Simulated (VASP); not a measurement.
# Cr: single point with revPBE

Cr:

```
Cr
1.0
     2.56288    0.00000    0.00000
    -1.28144    2.21952    0.00000
     0.00000    0.00000    4.59560
Cr
2
Direct
  0.33333 0.66667 0.25000
  0.66667 0.33333 0.75000
```

This isn't the form of Cr at room conditions, which is bcc.

```json
{
 "Program": "VASP 6.6.1",
 "Task": "single point",
 "Functional": "revPBE",
 "Potentials or basis": "VASP PAW PBE potentials, release 64 (Cr_pv)",
 "Cutoff": "520 eV",
 "k mesh": "16 × 16 × 8",
 "Occupations": "fermi-dirac, width 0.05 eV",
 "Spin": "collinear spin, ferromagnetic start",
 "Starting moments": "[1.5, 1.5] μB"
}
```

```json
{"Pressure": "-15.0 GPa", "Band gap on the k mesh": "zero (filled and empty bands overlap)", "Net moment": "0.00 μB per cell", "Valence electrons inside the program's atomic spheres": "Cr 10.85"}
```

Stress tensor (GPa, compression positive):
```
-15.64   0.00   0.00
  0.00 -15.64   0.00
  0.00   0.00 -13.71
```

Levels at points of the mesh, in eV from the Fermi level:
Spin up:
```
           k point  band 10  band 11  band 12  band 13  band 14  band 15
(0.00, 0.00, 0.00)    -0.35    -0.29    -0.29     0.00     0.00     0.96
(0.50, 0.00, 0.00)    -0.82    -0.61    -0.28    -0.09     2.00     2.48
(0.00, 0.00, 0.50)    -1.44    -0.26    -0.26    -0.26    -0.26     1.58
(0.50, 0.00, 0.50)    -2.16     0.85     0.85     1.10     1.10     2.53
```
Spin down:
```tsv
k point	band 9	band 10	band 11	band 12	band 13	band 14	band 15	band 16
(0.00, 0.00, 0.00)	-1.08	-0.35	-0.29	-0.29	0.00	0.00	0.96	0.96
(0.50, 0.00, 0.00)	-2.96	-0.82	-0.61	-0.28	-0.09	2.00	2.48	2.58
(0.00, 0.00, 0.50)	-1.44	-1.44	-0.26	-0.26	-0.26	-0.26	1.58	1.58
(0.50, 0.00, 0.50)	-2.16	-2.16	0.85	0.85	1.10	1.10	2.53	2.53
```

It took 91 s on 1 thread of AMD EPYC 9R45 96-Core Processor (Zen 5), with other jobs on the host, peak memory 0.21 GiB.

Caveat: the cell stands under tension; the moments typed at the start vanished in this run; the PAW data sets were made with another functional, which shifts forces and pressure a little.
